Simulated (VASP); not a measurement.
# Al2Cu (P4/mmm) in VASP: notebook

Runs on Al2Cu. Level: PBEsol. Tasks: single point, relaxation of cell and atoms.

All numbers are computed with VASP 6.6.1; they aren't measurements. Logs are shortened: lines on timing, memory, paths and dates and some standing lists are left out, and cuts for length are marked.

## 1. The cell of the first run

It takes space group P4/mmm (No. 123, tetragonal). The conventional cell has a = 4.084 Å, b = 4.084 Å, c = 2.846 Å, α = 90.00°, β = 90.00°, γ = 90.00°. Within 3.3 Å of Al (site symmetry mmm) lie 4 Cu at 2.49 Å and 6 Al at 2.85 to 2.89 Å. Within 3.3 Å of Al (site symmetry mmm) lie 4 Cu at 2.49 Å and 6 Al at 2.85 to 2.89 Å. Within 3.3 Å of Cu (site symmetry 4/mmm) lie 8 Al at 2.49 Å and 2 Cu at 2.85 Å.

## 2. Single point, PBEsol

INCAR reads:

```
PREC = Accurate
ENCUT = 520
EDIFF = 1E-6
ISMEAR = 0
SIGMA = 0.15
LREAL = F
LASPH = T
NELM = 100
ALGO = Fast
ISIF = 2
LWAVE = F
LCHARG = T
GGA = PS
LELF = T
LVHAR = T
NBANDS = 26
```

KPOINTS reads:

```
regular mesh
0
Gamma
  12 10 10
```

POSCAR reads:

```
Al2Cu
1.0
    4.0841721965      0.0000000000      0.0000000000
    0.0000000000      4.0841721965      2.8463947513
    0.0000000000     -4.0841721965      2.8463947513
Al Cu
4 2
Direct
    0.5000000000      0.7500000000      0.7500000000
    0.5000000000      0.2500000000      0.2500000000
    0.0000000000      0.5000000000      0.0000000000
    0.0000000000      0.0000000000      0.5000000000
    0.0000000000      0.0000000000      1.0000000000
    0.0000000000      0.5000000000      0.5000000000
```

Potentials or basis: VASP PAW PBE potentials, release 64 (Al, Cu).

On the command line:

```
$ cat potpaw_PBE.64/Al/POTCAR potpaw_PBE.64/Cu/POTCAR > POTCAR
$ mpirun -np 1 vasp_std > vasp.out
```

OUTCAR:

```text
PREC = Accurate
   ENCUT = 520
   EDIFF = 1E-6
   ISMEAR = 0
   LREAL = F
   LASPH = T
   NELM = 100
   ISIF = 2
   GGA = PS

 ion  position               nearest neighbor table
   1  0.500  0.750  0.750-   5 2.49   6 2.49   5 2.49   6 2.49   2 2.85   2 2.85   3 2.89   4 2.89
                             4 2.89   3 2.89
   2  0.500  0.250  0.250-   5 2.49   6 2.49   5 2.49   6 2.49   1 2.85   1 2.85   3 2.89   4 2.89
                             4 2.89   3 2.89
   3  0.000  0.500  0.000-   5 2.49   6 2.49   6 2.49   5 2.49   4 2.85   4 2.85   1 2.89   2 2.89
                             1 2.89   2 2.89
   4  0.000  0.000  0.500-   5 2.49   6 2.49   5 2.49   6 2.49   3 2.85   3 2.85   1 2.89   2 2.89
                             1 2.89   2 2.89
   5  0.000  0.000  0.000-   1 2.49   2 2.49   3 2.49   4 2.49   4 2.49   3 2.49   1 2.49   2 2.49

   6  0.000  0.500  0.500-   1 2.49   2 2.49   3 2.49   4 2.49   3 2.49   4 2.49   1 2.49   2 2.49

  LATTYP: Found a base centered orthorhombic cell.
 ALAT       =     5.6927895026
 B/A-ratio  =     1.4348579706
 C/A-ratio  =     0.7174289853

  Lattice vectors:

 A1 = (   0.0000000000,   4.0841721965,   2.8463947513)
 A2 = (   0.0000000000,  -4.0841721965,   2.8463947513)
 A3 = (   4.0841721965,   0.0000000000,   0.0000000000)

Analysis of symmetry for initial positions (statically):
=====================================================================
 Subroutine PRICEL returns following result:

  LATTYP: Found a simple tetragonal cell.
 ALAT       =     4.0841721965
 C/A-ratio  =     0.6969330906

  Lattice vectors:

 A1 = (  -4.0841721965,   0.0000000000,   0.0000000000)
 A2 = (   0.0000000000,  -4.0841721965,   0.0000000000)
 A3 = (   0.0000000000,   0.0000000000,   2.8463947513)

   2 primitive cells build up your supercell.

 Routine SETGRP: Setting up the symmetry group for a
 base centered orthorhombic supercell.

 Subroutine GETGRP returns: Found  8 space group operations
 (whereof  8 operations were pure point group operations)
 out of a pool of  8 trial point group operations.

The static configuration has the point symmetry D_2h.

Analysis of symmetry for dynamics (positions and initial velocities):
=====================================================================
 Subroutine PRICEL returns following result:

  LATTYP: Found a simple tetragonal cell.
 ALAT       =     4.0841721965
 C/A-ratio  =     0.6969330906

  Lattice vectors:

 A1 = (  -4.0841721965,   0.0000000000,   0.0000000000)
 A2 = (   0.0000000000,  -4.0841721965,   0.0000000000)
 A3 = (   0.0000000000,   0.0000000000,   2.8463947513)

   2 primitive cells build up your supercell.

 Routine SETGRP: Setting up the symmetry group for a
 base centered orthorhombic supercell.

 Subroutine GETGRP returns: Found  8 space group operations
 (whereof  8 operations were pure point group operations)
 out of a pool of  8 trial point group operations.

The dynamic configuration has the point symmetry D_2h.

 Subroutine INISYM returns: Found  8 space group operations
 (whereof  8 operations are pure point group operations),
 and found     2 'primitive' translations

----------------------------------------------------------------------------------------

                                     Primitive cell

  volume of cell :      47.4792

  direct lattice vectors                    reciprocal lattice vectors
    -4.084172196  0.000000000  0.000000000    -0.244847659  0.000000000  0.000000000
     0.000000000 -4.084172196  0.000000000     0.000000000 -0.244847659  0.000000000
     0.000000000  0.000000000  2.846394751     0.000000000  0.000000000  0.351321615

  length of vectors
     4.084172196  4.084172196  2.846394751     0.244847659  0.244847659  0.351321615

  position of ions in fractional coordinates (direct lattice)
     0.500000000  0.000000000  0.500000000
     0.000000000  0.500000000  0.500000000
     0.000000000  0.000000000  0.000000000

  ion indices of the primitive-cell ions
   primitive index   ion index
                 1           1
                 2           3
                 3           5

----------------------------------------------------------------------------------------

 KPOINTS: regular mesh

Automatic generation of k-mesh.
 Grid dimensions read from file:
 generate k-points for:   12   10   10

 Generating k-lattice:

  Cartesian coordinates                     Fractional coordinates (reciprocal lattice)
     0.020403972  0.000000000  0.000000000     0.083333333  0.000000000  0.000000000
     0.000000000  0.012242383  0.017566081     0.000000000  0.100000000  0.000000000
     0.000000000 -0.012242383  0.017566081     0.000000000  0.000000000  0.100000000

  Length of vectors
     0.020403972  0.021411285  0.021411285

  Shift w.r.t. Gamma in fractional coordinates (k-lattice)
     0.000000000  0.000000000  0.000000000

 Subroutine IBZKPT returns following result:
 ===========================================

 Found    217 irreducible k-points:

 Following reciprocal coordinates:
            Coordinates               Weight
  0.000000  0.000000  0.000000      1.000000
  0.083333  0.000000  0.000000      2.000000
  0.166667  0.000000  0.000000      2.000000
  0.250000  0.000000  0.000000      2.000000
  0.333333  0.000000  0.000000      2.000000
  0.416667  0.000000  0.000000      2.000000
[... 16 lines left out ...]
  0.083333  0.300000 -0.000000      8.000000
  0.166667  0.300000 -0.000000      8.000000
 [... further k-points ...]
   k-points           NKPTS =    217   k-points in BZ     NKDIM =    217   number of bands    NBANDS=     26
   number of dos      NEDOS =    301   number of ions     NIONS =      6
   total plane-waves  NPLWV =  48000
   dimension x,y,z NGX =    30 NGY =   40 NGZ =   40
   dimension x,y,z NGXF=    60 NGYF=   80 NGZF=   80
   ions per type =               4   2
   NGX,Y,Z   is equivalent  to a cutoff of  12.21, 13.36, 13.36 a.u.
   NGXF,Y,Z  is equivalent  to a cutoff of  24.42, 26.72, 26.72 a.u.
 SYSTEM =  unknown system
   PREC   = accura    normal or accurate (medium, high low for compatibility)
   ISTART =      0    job   : 0-new  1-cont  2-samecut
   ICHARG =      2    charge: 1-file 2-atom 10-const
   ISPIN  =      1    spin polarized calculation?
   LNONCOLLINEAR =      F non collinear calculations
   LSORBIT =      F    spin-orbit coupling
   LASPH  =      T    aspherical Exc in radial PAW
   ENCUT  =  520.0 eV  38.22 Ry    6.18 a.u.   7.59  9.26  9.26*2*pi/ulx,y,z
   NELM   =    100;   NELMIN=  2; NELMDL= -5     # of ELM steps
   EDIFF  = 0.1E-05   stopping-criterion for ELM
   LREAL  =      F    real-space projection
   EDIFFG = 0.1E-04   stopping-criterion for IOM
   NSW    =      0    number of steps for IOM
   IBRION =     -1    ionic relax: 0-MD 1-quasi-New 2-CG
   NFREE  =      0    steps in history (QN), initial steepest desc. (CG)
   ISIF   =      2    stress and relaxation
   ISYM   =      2    0-nonsym 1-usesym 2-fastsym
   POTIM  = 0.5000    time-step for ionic-motion
   TEBEG  =    0.0;   TEEND  =   0.0 temperature during run
   PSTRESS=    0.0 pullay stress
   NELECT =      34.0000    total number of electrons
   NUPDOWN=      -1.0000    fix difference up-down
   EMIN   =  10.00;   EMAX   =-10.00  energy-range for DOS
   EFERMI =   0.00;   METHOD = LEGACY
   ISMEAR =     0;   SIGMA  =   0.15  broadening in eV -4-tet -1-fermi 0-gaus
   EFERMI_NEDOS =   21; number of points for ismear=-14 and -15
   IALGO  =     68    algorithm
   IMIX   =      4    mixing-type and parameters
     AMIX     =   0.40;   BMIX     =  1.00
     AMIX_MAG =   1.60;   BMIX_MAG =  1.00
  volume/ion in A,a.u.               =      15.83       106.80
  Fermi-wavevector in a.u.,A,eV,Ry     =   1.162492  2.196792 18.386753  1.351388
  Thomas-Fermi vector in A             =   2.299053
   LORBIT       =      0    0 simple, 1 ext, 2 COOP (PROOUT), +10 PAW based schemes
   GGA     = PS    functional components
   LHFCALC =     F    Hartree Fock is set to
   AEXX    =    0.0000 exact exchange contribution
   IVDW    =     0    specifies the selected vdW correction
   LEPSILON=     F    determine dielectric tensor
   LRPA    =     F    only Hartree local field effects (RPA)
 non-spin polarized calculation
 RMM-DIIS sequential band-by-band and
 Gauss-broadening in eV      SIGMA  =   0.15
  energy-cutoff  :      520.00
  volume of cell :       94.96
 maximum number of plane-waves:      2577
   NGX = 15   NGY = 19   NGZ = 19

 number of electron      34.0000013 magnetization

 Free energy of the ion-electron system (eV)
  ---------------------------------------------------
  ext. energy  EPLUGINS =         0.00000000
  ---------------------------------------------------
  free energy    TOTEN  =       -25.14273971 eV

  energy without entropy =      -25.12368458  energy(sigma->0) =      -25.13321215

 E-fermi :   7.3238     XC(G=0): -10.5931

 val. band max:        7.3038086130   @ k =   0.4167  -0.2000   0.1000
 cond. band min:       7.3307854655   @ k =   0.5000   0.2000   0.0000
 fundamental gap:      0.0269768524
 Fermi energy:         7.3238336668

 k-point     1 :       0.0000    0.0000    0.0000
  band No.  band energies     occupation
      1      -3.3747      2.00000
      2       1.3590      2.00000
      3       1.7834      2.00000
      4       2.0754      2.00000
      5       2.2357      2.00000
      6       2.2889      2.00000
[... 18 lines left out ...]
     25      13.5007      0.00000
     26      13.6039      0.00000

 k-point     2 :       0.0833    0.0000    0.0000
  band No.  band energies     occupation
      1      -3.3157      2.00000
      2       1.3775      2.00000
      3       1.7522      2.00000
      4       2.0776      2.00000
      5       2.1277      2.00000
      6       2.2746      2.00000
[... 18 lines left out ...]
     25      13.0042      0.00000
     26      13.4596      0.00000

 k-point     3 :       0.1667    0.0000    0.0000
  band No.  band energies     occupation
      1      -3.1400      2.00000
      2       1.4292      2.00000
      3       1.5999      2.00000
      4       1.9223      2.00000
      5       2.2377      2.00000
      6       2.2794      2.00000
[... 572 lines left out ...]
 k-point    23 :       0.0833    0.3000   -0.0000
  band No.  band energies     occupation
      1      -2.7063      2.00000
      2      -0.1603      2.00000
      3       1.5568      2.00000
      4       1.7920      2.00000
      5       2.3541      2.00000
      6       2.3846      2.00000
[... 18 lines left out ...]
     25      13.0598      0.00000
     26      13.7074      0.00000

 k-point    24 :       0.1667    0.3000   -0.0000
  band No.  band energies     occupation
      1      -2.5316      2.00000
      2      -0.0030      2.00000
      3       1.6154      2.00000
      4       1.7343      2.00000
      5       2.3220      2.00000
      6       2.3238      2.00000
[... 18 lines left out ...]
     25      12.5256      0.00000
     26      14.3088      0.00000

 [... further k-points ...]
[... 5 lines left out ...]
  --------------------------------------------------------------------------------------
  -------------------------------------------------------------------------------------
  Total        0.4395725      0.1355839     -0.0890229      0.0000000      0.0000000      0.0000000
  in kB        7.4166522      2.2876289     -1.5020318      0.0000000      0.0000000      0.0000000
  external PRESSURE =       2.7340831 kB  Pullay stress =       0.0000000 kB

 VOLUME and BASIS-vectors are now :
 -----------------------------------------------------------------------------
  energy-cutoff  :      520.00
  volume of cell :       94.96
      direct lattice vectors                 reciprocal lattice vectors
     4.084172196  0.000000000  0.000000000     0.244847659  0.000000000  0.000000000
     0.000000000  4.084172196  2.846394751     0.000000000  0.122423829  0.175660807
     0.000000000 -4.084172196  2.846394751     0.000000000 -0.122423829  0.175660807

 POSITION                                       TOTAL-FORCE (eV/Angst)
 -----------------------------------------------------------------------------------
      2.04209      0.00000      4.26959        -0.000000     -0.000000      0.000000
      2.04209      0.00000      1.42320        -0.000000      0.000000     -0.000000
      0.00000      2.04209      1.42320        -0.000000      0.000000     -0.000000
      0.00000     -2.04209      1.42320        -0.000000      0.000000     -0.000000
      0.00000      0.00000      0.00000         0.000000      0.000000      0.000000
      0.00000      0.00000      2.84639         0.000000     -0.000000      0.000000
 -----------------------------------------------------------------------------------
    total drift:                                0.000000     -0.000000     -0.000000

  FREE ENERGIE OF THE ION-ELECTRON SYSTEM (eV)
  ---------------------------------------------------
  free  energy   TOTEN  =       -25.1427397118 eV

  energy  without entropy=      -25.1236845845  energy(sigma->0) =      -25.13321215
```

It took 10 min on 1 thread of Intel Xeon 6975P-C, shared host; peak memory 0.55 GiB.

Results:

- Free energy: -25.1427 eV
- Pressure: 0.3 GPa
- Band gap on the k mesh: zero (band 17 reaches 9.02 eV, above the bottom of band 18 at 5.67 eV)

Stress tensor (GPa, compression positive):
```
 0.74  0.00  0.00
 0.00  0.23  0.00
 0.00  0.00 -0.15
```

Caveat: the PAW data sets were made with another functional, which shifts forces and pressure a little.

## 3. Relaxation of cell and atoms, PBEsol

This run uses another cell than the first one: it holds 3 atoms, not 6.

INCAR reads:

```
SYSTEM = Al2Cu
ALGO = Fast
EDIFF = 1E-6
EDIFFG = -0.005
ENCUT = 600
GGA = PS
IBRION = 2
ISIF = 3
ISMEAR = 0
LASPH = .TRUE.
LCHARG = .FALSE.
LREAL = .FALSE.
LWAVE = .FALSE.
NELM = 60
NSW = 100
PREC = Accurate
SIGMA = 0.1
```

KPOINTS reads:

```
k-points
0
G
  10 10 14
  0 0 0
```

POSCAR reads:

```
Al2Cu
1.0
    4.1051820000      0.0000000000      0.0000000000
    0.0000000000      4.1051820000      0.0000000000
    0.0000000000      0.0000000000      2.8913130000
Al Cu
2 1
Direct
    0.5000000000      0.0000000000      0.5000000000
    0.0000000000      0.5000000000      0.5000000000
    0.0000000000      0.0000000000      0.0000000000
```

Potentials or basis: VASP PAW PBE potentials, release 64 (Al, Cu).

On the command line:

```
$ cat potpaw_PBE.64/Al/POTCAR potpaw_PBE.64/Cu/POTCAR > POTCAR
$ mpirun -np 1 vasp_std > vasp.out
```

It took 19 min on 1 thread of AMD EPYC 7R13, shared host; peak memory 0.26 GiB.

The run converged. Its results:

| Property | Result |
| --- | --- |
| Free energy | -12.5699 eV |
| Relaxed volume | 15.87 Å³/atom |
| Relaxed cell | a = 4.088 Å, b = 4.088 Å, c = 2.849 Å, α = 90.00°, β = 90.00°, γ = 90.00° |
| Space group after relaxing (to 0.05 Å) | P4/mmm (No. 123) |
| Energy gained by relaxing | 2.9 meV/atom |
| Ionic steps | 9 |
| Pressure after relaxing | 0.0 GPa |

The path:
```
step  energy change (eV)  largest force (eV/Å)  pressure (GPa)  volume (Å³)
   1              0.0000                0.0000           -1.60        48.73
   2             -0.0083                0.0000            0.31        47.59
   3             -0.0083                0.0000           -0.04        47.65
   4             -0.0083                0.0000           -0.06        47.63
   5             -0.0085                0.0000           -0.08        47.65
   6             -0.0086                0.0000           -0.16        47.67
   7             -0.0086                0.0000            0.06        47.53
   8             -0.0086                0.0000            0.11        47.58
   9             -0.0086                0.0000            0.03        47.62
```

Final structure:
```
Al Cu
1.0
     4.08820    0.00000    0.00000
     0.00000    4.08820    0.00000
     0.00000    0.00000    2.84897
Al Cu
2 1
Direct
  0.50000 0.00000 0.50000
  0.00000 0.50000 0.50000
  0.00000 0.00000 0.00000
```

Levels at points of the mesh, in eV from the Fermi level:
| k point | band 5 | band 6 | band 7 | band 8 | band 9 | band 10 | band 11 | band 12 |
| --- | --- | --- | --- | --- | --- | --- | --- | --- |
| (0.00, 0.00, 0.00) | -4.10 | -4.10 | -2.46 | -2.46 | -0.09 | 0.83 | 6.16 | 6.32 |
| (0.50, 0.00, 0.00) | -4.40 | -4.13 | -4.10 | -1.14 | 1.55 | 1.69 | 1.91 | 7.71 |
| (0.50, 0.50, 0.00) | -4.45 | -4.29 | -4.13 | -4.13 | -2.47 | 8.58 | 8.58 | 9.61 |
| (0.00, 0.00, 0.50) | -4.85 | -4.13 | -3.01 | 2.51 | 2.63 | 2.63 | 2.73 | 2.73 |
| (0.50, 0.00, 0.50) | -4.22 | -4.20 | -3.11 | -2.46 | -1.64 | 3.75 | 3.98 | 4.48 |
| (0.50, 0.50, 0.50) | -3.97 | -3.50 | -2.30 | -2.30 | -0.84 | -0.83 | 0.04 | 0.04 |

Caveat: the PAW data sets were made with another functional, which shifts forces and pressure a little.

## 4. Single point, PBEsol (strained)

INCAR reads:

```
PREC = Accurate ; ENCUT = 520
EDIFF = 1E-6 ; ISMEAR = 0
SIGMA = 0.1 ; LREAL = F
LASPH = T ; NELM = 60
ALGO = Fast ; ISIF = 2
LWAVE = F ; LCHARG = F
GGA = PS ; NBANDS = 16
```

KPOINTS reads:

```
regular mesh
0
Gamma
  10 10 14
```

POSCAR reads:

```
Al2Cu
1.0
    4.1239426817      0.0000000000      0.0000000000
    0.0000000000      4.1239426817      0.0000000000
    0.0000000000      0.0000000000      3.0780050804
Al Cu
2 1
Direct
    0.5000000000      0.0000000000      0.5000000000
    0.0000000000      0.5000000000      0.5000000000
    0.0000000000      0.0000000000      0.0000000000
```

On the command line:

```
$ cat potpaw_PBE.64/Al/POTCAR potpaw_PBE.64/Cu/POTCAR > POTCAR
$ mpirun -np 1 vasp_std > vasp.out
```

Run time: 68 s. Hardware: 1 thread of AMD EPYC 9R45 (Zen 5), shared host; peak memory 0.23 GiB.

The run converged. Its results:

- Free energy: -12.4092 eV
- Pressure: -7.5 GPa

Stress tensor (GPa, compression positive):
```
 -5.83   0.00   0.00
  0.00  -5.83   0.00
  0.00   0.00 -10.80
```

Levels at points of the mesh, in eV from the Fermi level:
```tsv
k point	band 6	band 7	band 8	band 9	band 10	band 11	band 12	band 13
(0.00, 0.00, 0.00)	-3.72	-1.83	-1.83	0.24	1.24	4.53	6.57	6.57
(0.50, 0.00, 0.00)	-3.77	-3.71	-0.49	1.87	2.16	2.29	5.94	7.77
(0.50, 0.50, 0.00)	-3.76	-3.76	-3.67	-2.12	7.96	8.47	8.47	8.67
(0.00, 0.00, 0.50)	-3.64	-2.92	2.28	2.28	2.87	3.01	3.01	3.11
(0.50, 0.00, 0.50)	-3.67	-2.70	-2.48	-1.81	3.49	4.09	4.23	4.67
(0.50, 0.50, 0.50)	-3.34	-1.88	-1.88	-1.05	-1.00	-0.36	-0.36	2.58
```

Caveat: the cell differs from its parent crystal (strained); the PAW data sets were made with another functional, which shifts forces and pressure a little.

## 5. Summary

```tsv
task	cell	k mesh	cutoff (eV)	smearing	gap on the mesh (eV)	pressure (GPa)
single point	a = 4.084, b = 4.978, c = 4.978 Å, angles 110.3, 90.0, 90.0°, 6 atoms	12 × 10 × 10	520	gaussian 0.15 eV	none	0.3
relaxation of cell and atoms	relaxed from a = 4.105, b = 4.105, c = 2.891 Å, 3 atoms	10 × 10 × 14	600	gaussian 0.1 eV	none	0.0
single point	a = 4.124, b = 4.124, c = 3.078 Å, 3 atoms	10 × 10 × 14	520	gaussian 0.1 eV	none	-7.5
```

Alike in all rows: level PBEsol; potentials or basis VASP PAW PBE potentials, release 64 (Al, Cu); no spin polarisation.

Caveats: the PAW data sets were made with another functional, which shifts forces and pressure a little.

Total energies depend on the potentials used, so only differences within one code and one set of settings carry meaning.
